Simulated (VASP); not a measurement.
# ZrTi2B3 (P-6m2) in VASP: notebook

The runs below take ZrTi2B3 through single point, relaxation of cell and atoms, with PBE.

Everything below comes from runs of VASP 6.6.1. Logs are shortened: lines on timing, memory, paths and dates and some standing lists are left out, and cuts for length are marked.

## (1) The cell of the first run

It takes space group P-6m2 (No. 187, hexagonal). Conventional cell: a = 4.787 Å, b = 4.787 Å, c = 3.886 Å, α = 90.00°, β = 90.00°, γ = 120.00°. Zr (site symmetry -6m2) has 6 B at 2.59 Å and 9 Ti at 2.76 to 3.38 Å within 3.4 Å. Within 3.2 Å of Ti (site symmetry -6m2) lie 6 B at 2.42 Å. Ti (site symmetry -6m2) has 6 B at 2.21 Å and 3 Zr at 2.76 Å within 2.9 Å. Within 2.6 Å of B (site symmetry mm2) lie 2 B at 1.83 Å and 4 Ti at 2.21 to 2.42 Å and 2 Zr at 2.59 Å.

## (2) Single point, PBE

INCAR

```
SYSTEM = ZrTi2B3
PREC = Accurate ; ENCUT = 520
EDIFF = 1E-6 ; ISMEAR = 0
SIGMA = 0.2 ; LREAL = .FALSE.
LASPH = .TRUE. ; NELM = 100
ALGO = Normal ; ISIF = 2
LWAVE = .FALSE. ; LCHARG = .FALSE.
GGA = PE ; NBANDS = 57
```

KPOINTS

```
regular mesh
0
G
  6 6 4
  0 0 0
```

POSCAR

```
ZrTi2B3
1.0
    4.7868725881      0.0000000000      0.0000000000
   -2.3934362940      4.1455532660      0.0000000000
    0.0000000000      0.0000000000      7.7713818702
Zr Ti B
2 4 6
Direct
    1.0000000000      1.0000000000      0.5000000000
    0.0000000000      0.0000000000      0.0000000000
    0.6666666667      0.3333333333      0.2500000000
    0.6666666667      0.3333333333      0.7500000000
    0.3333333333      0.6666666667      0.0000000000
    0.3333333333      0.6666666667      0.5000000000
    0.2056860605      0.7943139395      0.2500000000
    0.2056860605      0.7943139395      0.7500000000
    0.2056860605      0.4113721209      0.2500000000
    0.2056860605      0.4113721209      0.7500000000
    0.5886278791      0.7943139395      0.2500000000
    0.5886278791      0.7943139395      0.7500000000
```

Potentials or basis: VASP PAW PBE potentials, release 64 (Zr_sv, Ti_sv, B).

Launch:

```console
cat potpaw_PBE.64/Zr_sv/POTCAR potpaw_PBE.64/Ti_sv/POTCAR potpaw_PBE.64/B/POTCAR > POTCAR
mpirun -np 1 vasp_std > vasp.out
```

OUTCAR:

```text
SYSTEM = ZrTi2B3
   PREC = Accurate
   ENCUT = 520
   EDIFF = 1E-6
   ISMEAR = 0
   LREAL = .FALSE.
   LASPH = .TRUE.
   NELM = 100
   ISIF = 2
   GGA = PE

 ion  position               nearest neighbor table
   1  0.000  0.000  0.500-   9 2.59  10 2.59  11 2.59  12 2.59   7 2.59   8 2.59   6 2.76   6 2.76
                             6 2.76   3 3.38   4 3.38   4 3.38   3 3.38   4 3.38   3 3.38   2 3.89
   2  0.000  0.000  0.000-   9 2.59  10 2.59  11 2.59  12 2.59   7 2.59   8 2.59   5 2.76   5 2.76
                             5 2.76   3 3.38   4 3.38   4 3.38   3 3.38   4 3.38   3 3.38   1 3.89
   3  0.667  0.333  0.250-  11 2.42   9 2.42  11 2.42   9 2.42   7 2.42   7 2.42   1 3.38   2 3.38
                             1 3.38   2 3.38   1 3.38   2 3.38
   4  0.667  0.333  0.750-  12 2.42  10 2.42  12 2.42  10 2.42   8 2.42   8 2.42   1 3.38   2 3.38
                             1 3.38   2 3.38   1 3.38   2 3.38
   5  0.333  0.667  0.000-   7 2.21   8 2.21   9 2.21  10 2.21  11 2.21  12 2.21   2 2.76   2 2.76
                             2 2.76
   6  0.333  0.667  0.500-   7 2.21   8 2.21   9 2.21  10 2.21  11 2.21  12 2.21   1 2.76   1 2.76
                             1 2.76
   7  0.206  0.794  0.250-   9 1.83  11 1.83   5 2.21   6 2.21   3 2.42   3 2.42   2 2.59   1 2.59

   8  0.206  0.794  0.750-  10 1.83  12 1.83   5 2.21   6 2.21   4 2.42   4 2.42   2 2.59   1 2.59

   9  0.206  0.411  0.250-   7 1.83  11 1.83   5 2.21   6 2.21   3 2.42   3 2.42   1 2.59   2 2.59

  10  0.206  0.411  0.750-   8 1.83  12 1.83   5 2.21   6 2.21   4 2.42   4 2.42   1 2.59   2 2.59

  11  0.589  0.794  0.250-   7 1.83   9 1.83   5 2.21   6 2.21   3 2.42   3 2.42   2 2.59   1 2.59

  12  0.589  0.794  0.750-   8 1.83  10 1.83   5 2.21   6 2.21   4 2.42   4 2.42   2 2.59   1 2.59

  LATTYP: Found a hexagonal cell.
 ALAT       =     4.7868725881
 C/A-ratio  =     1.6234779028

  Lattice vectors:

 A1 = (   4.7868725881,   0.0000000000,   0.0000000000)
 A2 = (  -2.3934362940,   4.1455532660,   0.0000000000)
 A3 = (   0.0000000000,   0.0000000000,   7.7713818702)

Analysis of symmetry for initial positions (statically):
=====================================================================
 Subroutine PRICEL returns following result:

  LATTYP: Found a hexagonal cell.
 ALAT       =     4.7868725881
 C/A-ratio  =     0.8117389514

  Lattice vectors:

 A1 = (   4.7868725881,   0.0000000000,   0.0000000000)
 A2 = (  -2.3934362940,   4.1455532660,   0.0000000000)
 A3 = (   0.0000000000,   0.0000000000,   3.8856909351)

   2 primitive cells build up your supercell.

 Routine SETGRP: Setting up the symmetry group for a
 hexagonal supercell.

 Subroutine GETGRP returns: Found 12 space group operations
 (whereof 12 operations were pure point group operations)
 out of a pool of 24 trial point group operations.

The static configuration has the point symmetry D_3h.

Analysis of symmetry for dynamics (positions and initial velocities):
=====================================================================
 Subroutine PRICEL returns following result:

  LATTYP: Found a hexagonal cell.
 ALAT       =     4.7868725881
 C/A-ratio  =     0.8117389514

  Lattice vectors:

 A1 = (   4.7868725881,   0.0000000000,   0.0000000000)
 A2 = (  -2.3934362940,   4.1455532660,   0.0000000000)
 A3 = (   0.0000000000,   0.0000000000,   3.8856909351)

   2 primitive cells build up your supercell.

 Routine SETGRP: Setting up the symmetry group for a
 hexagonal supercell.

 Subroutine GETGRP returns: Found 12 space group operations
 (whereof 12 operations were pure point group operations)
 out of a pool of 24 trial point group operations.

The dynamic configuration has the point symmetry D_3h.

 Subroutine INISYM returns: Found 12 space group operations
 (whereof 12 operations are pure point group operations),
 and found     2 'primitive' translations

----------------------------------------------------------------------------------------

                                     Primitive cell

  volume of cell :      77.1086

  direct lattice vectors                    reciprocal lattice vectors
     4.786872588  0.000000000  0.000000000     0.208904662  0.120611163  0.000000000
    -2.393436294  4.145553266  0.000000000     0.000000000  0.241222326  0.000000000
     0.000000000  0.000000000  3.885690935     0.000000000  0.000000000  0.257354488

  length of vectors
     4.786872588  4.786872588  3.885690935     0.241222326  0.241222326  0.257354488

  position of ions in fractional coordinates (direct lattice)
     0.000000000  0.000000000  1.000000000
     0.666666667  0.333333333  0.500000000
     0.333333333  0.666666667  1.000000000
     0.205686060  0.794313940  0.500000000
     0.205686060  0.411372121  0.500000000
     0.588627879  0.794313940  0.500000000

  ion indices of the primitive-cell ions
   primitive index   ion index
                 1           1
                 2           3
                 3           6
                 4           7
                 5           9
                 6          11

----------------------------------------------------------------------------------------

 KPOINTS: regular mesh

Automatic generation of k-mesh.
 Grid dimensions read from file:
 generate k-points for:    6    6    4

 Generating k-lattice:

  Cartesian coordinates                     Fractional coordinates (reciprocal lattice)
     0.034817444  0.020101860  0.000000000     0.166666667  0.000000000  0.000000000
     0.000000000  0.040203721  0.000000000     0.000000000  0.166666667  0.000000000
     0.000000000  0.000000000  0.032169311     0.000000000  0.000000000  0.250000000

  Length of vectors
     0.040203721  0.040203721  0.032169311

  Shift w.r.t. Gamma in fractional coordinates (k-lattice)
     0.000000000  0.000000000  0.000000000

 Subroutine IBZKPT returns following result:
 ===========================================

 Found     21 irreducible k-points:

 Following reciprocal coordinates:
            Coordinates               Weight
  0.000000  0.000000  0.000000      1.000000
  0.166667  0.000000  0.000000      6.000000
  0.333333 -0.000000  0.000000      6.000000
  0.500000  0.000000  0.000000      3.000000
  0.166667  0.166667  0.000000      6.000000
  0.333333  0.166667  0.000000     12.000000
[... 13 lines left out ...]
  0.333333  0.166667  0.500000     12.000000
  0.333333  0.333333  0.500000      2.000000
   k-points           NKPTS =     21   k-points in BZ     NKDIM =     21   number of bands    NBANDS=     57
   number of dos      NEDOS =    301   number of ions     NIONS =     12
   total plane-waves  NPLWV =  77760
   dimension x,y,z NGX =    36 NGY =   36 NGZ =   60
   dimension x,y,z NGXF=    72 NGYF=   72 NGZF=  120
   ions per type =               2   4   6
   NGX,Y,Z   is equivalent  to a cutoff of  12.50, 12.50, 12.84 a.u.
   NGXF,Y,Z  is equivalent  to a cutoff of  25.01, 25.01, 25.67 a.u.
 SYSTEM =  ZrTi2B3
   PREC   = accura    normal or accurate (medium, high low for compatibility)
   ISTART =      0    job   : 0-new  1-cont  2-samecut
   ICHARG =      2    charge: 1-file 2-atom 10-const
   ISPIN  =      1    spin polarized calculation?
   LNONCOLLINEAR =      F non collinear calculations
   LSORBIT =      F    spin-orbit coupling
   LASPH  =      T    aspherical Exc in radial PAW
   ENCUT  =  520.0 eV  38.22 Ry    6.18 a.u.   8.90  8.90 14.45*2*pi/ulx,y,z
   NELM   =    100;   NELMIN=  2; NELMDL= -5     # of ELM steps
   EDIFF  = 0.1E-05   stopping-criterion for ELM
   LREAL  =      F    real-space projection
   EDIFFG = 0.1E-04   stopping-criterion for IOM
   NSW    =      0    number of steps for IOM
   IBRION =     -1    ionic relax: 0-MD 1-quasi-New 2-CG
   NFREE  =      0    steps in history (QN), initial steepest desc. (CG)
   ISIF   =      2    stress and relaxation
   ISYM   =      2    0-nonsym 1-usesym 2-fastsym
   POTIM  = 0.5000    time-step for ionic-motion
   TEBEG  =    0.0;   TEEND  =   0.0 temperature during run
   PSTRESS=    0.0 pullay stress
   NELECT =      90.0000    total number of electrons
   NUPDOWN=      -1.0000    fix difference up-down
   EMIN   =  10.00;   EMAX   =-10.00  energy-range for DOS
   EFERMI =   0.00;   METHOD = LEGACY
   ISMEAR =     0;   SIGMA  =   0.20  broadening in eV -4-tet -1-fermi 0-gaus
   EFERMI_NEDOS =   21; number of points for ismear=-14 and -15
   IALGO  =     38    algorithm
   IMIX   =      4    mixing-type and parameters
     AMIX     =   0.40;   BMIX     =  1.00
     AMIX_MAG =   1.60;   BMIX_MAG =  1.00
  volume/ion in A,a.u.               =      12.85        86.73
  Fermi-wavevector in a.u.,A,eV,Ry     =   1.368080  2.585296 25.465244  1.871643
  Thomas-Fermi vector in A             =   2.494076
   LORBIT       =      0    0 simple, 1 ext, 2 COOP (PROOUT), +10 PAW based schemes
   GGA     = PE    functional components
   LHFCALC =     F    Hartree Fock is set to
   AEXX    =    0.0000 exact exchange contribution
   IVDW    =     0    specifies the selected vdW correction
   LEPSILON=     F    determine dielectric tensor
   LRPA    =     F    only Hartree local field effects (RPA)
 non-spin polarized calculation
 Gauss-broadening in eV      SIGMA  =   0.20
  energy-cutoff  :      520.00
  volume of cell :      154.22
 maximum number of plane-waves:      4179
 NGX is ok and might be reduce to    36

 number of electron      90.0000020 magnetization

 Free energy of the ion-electron system (eV)
  ---------------------------------------------------
  ext. energy  EPLUGINS =         0.00000000
  ---------------------------------------------------
  free energy    TOTEN  =       -92.47487287 eV

  energy without entropy =      -92.27585025  energy(sigma->0) =      -92.37536156

 E-fermi :   7.7535     XC(G=0): -11.5928

 val. band max:        7.7381008504   @ k =   0.1667   0.0000   0.2500
 cond. band min:       7.7537562059   @ k =   0.1667   0.0000   0.5000
 fundamental gap:      0.0156553556
 Fermi energy:         7.7535070668

 k-point     1 :       0.0000    0.0000    0.0000
  band No.  band energies     occupation
      1     -49.1431      2.00000
      2     -49.1422      2.00000
      3     -48.2520      2.00000
      4     -48.2508      2.00000
      5     -40.3942      2.00000
      6     -40.3898      2.00000
[... 49 lines left out ...]
     56      10.4854      0.00000
     57      10.8402      0.00000

 k-point     2 :       0.1667    0.0000    0.0000
  band No.  band energies     occupation
      1     -49.1430      2.00000
      2     -49.1422      2.00000
      3     -48.2519      2.00000
      4     -48.2507      2.00000
      5     -40.3948      2.00000
      6     -40.3904      2.00000
[... 49 lines left out ...]
     56      10.8316      0.00000
     57      10.9885      0.00000

 k-point     3 :       0.3333   -0.0000    0.0000
  band No.  band energies     occupation
      1     -49.1430      2.00000
      2     -49.1422      2.00000
      3     -48.2517      2.00000
      4     -48.2504      2.00000
      5     -40.3960      2.00000
      6     -40.3915      2.00000
[... 1014 lines left out ...]
      1     -49.1426      2.00000
      2     -49.1426      2.00000
      3     -48.2509      2.00000
      4     -48.2509      2.00000
      5     -40.3944      2.00000
      6     -40.3944      2.00000
[... 49 lines left out ...]
     56      10.3927      0.00000
     57      10.8181      0.00000

 k-point    21 :       0.3333    0.3333    0.5000
  band No.  band energies     occupation
      1     -49.1426      2.00000
      2     -49.1426      2.00000
      3     -48.2508      2.00000
      4     -48.2508      2.00000
      5     -40.3946      2.00000
      6     -40.3946      2.00000
[... 49 lines left out ...]
     56      10.0040      0.00000
     57      10.9018      0.00000

------------------------ aborting loop because EDIFF is reached ----------------------------------------

  FORCE on cell =-STRESS in cart. coord.  units (eV):
  Direction    XX          YY          ZZ          XY          YZ          ZX
  --------------------------------------------------------------------------------------
  -------------------------------------------------------------------------------------
  Total        0.0335077      0.0335077      0.0596742      0.0000000      0.0000000      0.0000000
  in kB        0.3481150      0.3481150      0.6199609      0.0000000      0.0000000      0.0000000
  external PRESSURE =       0.4387303 kB  Pullay stress =       0.0000000 kB

 VOLUME and BASIS-vectors are now :
 -----------------------------------------------------------------------------
  energy-cutoff  :      520.00
  volume of cell :      154.22
      direct lattice vectors                 reciprocal lattice vectors
     4.786872588  0.000000000  0.000000000     0.208904662  0.120611163  0.000000000
    -2.393436294  4.145553266  0.000000000     0.000000000  0.241222326  0.000000000
     0.000000000  0.000000000  7.771381870     0.000000000  0.000000000  0.128677244

 POSITION                                       TOTAL-FORCE (eV/Angst)
 -----------------------------------------------------------------------------------
      0.00000      0.00000      3.88569        -0.000000      0.000000     -0.000000
      0.00000      0.00000      0.00000        -0.000000      0.000000     -0.000000
      2.39344      1.38185      1.94285        -0.000000      0.000000     -0.000000
      2.39344      1.38185      5.82854        -0.000000      0.000000     -0.000000
     -0.00000      2.76370      0.00000        -0.000000      0.000000     -0.000000
     -0.00000      2.76370      3.88569        -0.000000      0.000000     -0.000000
     -0.91655      3.29287      1.94285         0.018387     -0.010615      0.000000
     -0.91655      3.29287      5.82854         0.018387     -0.010615      0.000000
      0.00000      1.70537      1.94285         0.000000      0.021231      0.000000
      0.00000      1.70537      5.82854         0.000000      0.021231     -0.000000
      0.91655      3.29287      1.94285        -0.018387     -0.010615     -0.000000
      0.91655      3.29287      5.82854        -0.018387     -0.010615      0.000000
 -----------------------------------------------------------------------------------
    total drift:                               -0.000001      0.000001      0.000000

  FREE ENERGIE OF THE ION-ELECTRON SYSTEM (eV)
  ---------------------------------------------------
  free  energy   TOTEN  =       -92.4748728652 eV

  energy  without entropy=      -92.2758502484  energy(sigma->0) =      -92.37536156
```

Wall time 11 min (1 thread of AMD EPYC 7R43 (Zen 3), shared host); peak memory 0.3 GiB.

What came out:

```
Free energy            : -92.4749 eV
Pressure               : 0.0 GPa
Largest force          : 0.021 eV/Å
Band gap on the k mesh : zero (bands 45 and 46 overlap by 0.70 eV)
```

Forces on the atoms (eV/Å):
```
Zr   0.000  0.000  0.000
Zr   0.000  0.000  0.000
Ti   0.000  0.000  0.000
Ti   0.000  0.000  0.000
Ti   0.000  0.000  0.000
Ti   0.000  0.000  0.000
B    0.018 -0.011  0.000
B    0.018 -0.011  0.000
B    0.000  0.021  0.000
B    0.000  0.021  0.000
B   -0.018 -0.011  0.000
B   -0.018 -0.011  0.000
```

## (3) Relaxation of cell and atoms, PBE

This run uses another cell than the first one: it holds 6 atoms, not 12.

INCAR

```
SYSTEM = ZrTi2B3
PREC = Accurate
ENCUT = 600
EDIFF = 1E-7
ISMEAR = 0
SIGMA = 0.1
LREAL = .FALSE.
LASPH = .TRUE.
NELM = 100
ALGO = Normal
ISIF = 3
LWAVE = .FALSE.
LCHARG = .FALSE.
GGA = PE
IBRION = 2
NSW = 100
EDIFFG = -0.01
```

KPOINTS

```
regular mesh
0
G
  6 6 8
  0 0 0
```

POSCAR

```
ZrTi2B3
1.0
    4.7938770140      0.0000000000      0.0000000000
   -2.3969385070      4.1516192768      0.0000000000
    0.0000000000      0.0000000000      3.8803763851
Zr Ti B
1 2 3
Direct
    0.0000000000      0.0000000000      0.0000000000
    0.6666666667      0.3333333333      0.5000000000
    0.3333333333      0.6666666667      0.0000000000
    0.2057933050      0.7942066950      0.5000000000
    0.2057933050      0.4115866100      0.5000000000
    0.5884133900      0.7942066950      0.5000000000
```

Potentials or basis: VASP PAW PBE potentials, release 64 (Zr_sv, Ti_sv, B).

Launch:

```console
cat potpaw_PBE.64/Zr_sv/POTCAR potpaw_PBE.64/Ti_sv/POTCAR potpaw_PBE.64/B/POTCAR > POTCAR
mpirun -np 1 vasp_std > vasp.out
```

Run time: 7.3 min. Hardware: 1 thread of AMD EPYC 7R43 (Zen 3), shared host; peak memory 0.24 GiB.

Results (log left out):

```
Free energy                           : -46.1992 eV
Relaxed volume                        : 12.86 Å³/atom
Relaxed cell                          : a = 4.788 Å, b = 4.788 Å, c = 3.885 Å, α = 90.00°, β = 90.00°, γ = 120.00°
Space group after relaxing (to 0.1 Å) : P-6m2 (No. 187)
Energy gained by relaxing             : 0.0 meV/atom
Ionic steps                           : 2
Pressure after relaxing               : 0.0 GPa
Band gap on the k mesh                : zero (an odd number of electrons rules out a gap without spin polarisation)
```

Forces in eV/Å, atoms in the order of the input:
```
Zr   0.000  0.000  0.000
Ti   0.000  0.000  0.000
Ti   0.000  0.000  0.000
B   -0.003  0.001  0.000
B    0.000 -0.003  0.000
B    0.003  0.001  0.000
```

Step by step:
```csv
step,energy change (eV),largest force (eV/Å),pressure (GPa),volume (Å³)
1,0.0000,0.0102,-0.10,77.23
2,-0.0003,0.0029,0.01,77.14
```

Final structure:
```
Zr Ti B
1.0
     4.78824    0.00000    0.00000
    -2.39412    4.14673    0.00000
     0.00000    0.00000    3.88488
Zr Ti B
1 2 3
Direct
  0.00000 0.00000 0.00000
  0.66667 0.33333 0.50000
  0.33333 0.66667 0.00000
  0.20573 0.79427 0.50000
  0.20573 0.41147 0.50000
  0.58853 0.79427 0.50000
```

Levels at points of the mesh, in eV from the Fermi level:
```csv
k point,band 19,band 20,band 21,band 22,band 23,band 24,band 25,band 26
"(0.00, 0.00, 0.00)",-1.89,-1.59,-1.59,-1.33,0.66,0.66,1.47,1.47
"(0.50, 0.00, 0.00)",-1.81,-1.45,-1.21,-0.62,-0.25,0.05,1.84,1.89
"(0.00, 0.00, 0.50)",-2.21,-1.00,-1.00,-0.57,0.14,0.14,1.98,2.19
"(0.50, 0.00, 0.50)",-1.46,-0.98,-0.84,-0.42,-0.40,0.51,1.54,2.12
```

The gap in the log of VASP goes by the Fermi energy; the results here count the filled bands.